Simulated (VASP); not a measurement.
MgMn2Co2O8, 13 atoms in the cell. Symmetry: Imm2, No. 44, orthorhombic system. The conventional cell has a = 5.789 Å, b = 5.837 Å, c = 8.172 Å, α = 90.00°, β = 90.00°, γ = 90.00°. Within 2.6 Å of Mg (site symmetry mm2) lie 4 O at 1.97 Å. Within 2.5 Å of Mn (site symmetry m) lie 6 O at 1.90 to 1.97 Å. Within 2.5 Å of Co (site symmetry m) lie 6 O at 1.91 to 1.97 Å. O (site symmetry m) has 2 Co at 1.96 Å and 1 Mn at 1.97 Å and 1 Mg at 1.97 Å and 3 O at 2.57 to 2.59 Å within 2.6 Å. O (site symmetry m) has 1 Mg at 1.97 Å and 1 Co at 1.97 Å and 2 Mn at 1.97 Å and 3 O at 2.59 to 2.60 Å within 2.6 Å. Within 2.6 Å of O (site symmetry m) lie 1 Co at 1.92 Å and 2 Mn at 1.93 Å and 3 O at 2.55 to 2.56 Å. O (site symmetry m) has 1 Mn at 1.90 Å and 2 Co at 1.91 Å and 3 O at 2.53 to 2.55 Å within 2.6 Å. 

- Program: VASP 6.6.1
- Task: electric field gradients
- Functional: PBE
- Potentials or basis: VASP PAW PBE potentials, release 64 (Mg_sv, Mn_sv, Co_sv, O)
- Cutoff: 750 eV
- k mesh: 5 × 5 × 5
- Occupations: fermi-dirac, width 0.02 eV
- Spin: collinear spin, ferromagnetic start
- Starting moments: [0.0, 3.0, 3.0, 4.0, 4.0, 0.0, 0.0, 0.0, 0.0, 0.0, 0.0, 0.0, 0.0] μB
- Dipole correction: no
- Further INCAR settings: ALGO = Normal; EDIFF = 1e-08; NBANDS = 77

Potentials or basis: VASP PAW PBE potentials, release 64 (Mg_sv, Mn_sv, Co_sv, O).

Command:

```console
$ cat potpaw_PBE.64/Mg_sv/POTCAR potpaw_PBE.64/Mn_sv/POTCAR potpaw_PBE.64/Co_sv/POTCAR potpaw_PBE.64/O/POTCAR > POTCAR
$ mpirun -np 1 vasp_std > vasp.out
```

Hardware: 1 thread of Intel(R) Xeon(R) Platinum 8488C (Sapphire Rapids) (shared host).

**Question.** Estimate the wall time of this run.

**Answer.** Run time: 49 min on 1 thread of Intel(R) Xeon(R) Platinum 8488C (Sapphire Rapids), on a shared host, peak memory 0.97 GiB. Counts: scf iterations 27, k points 27.
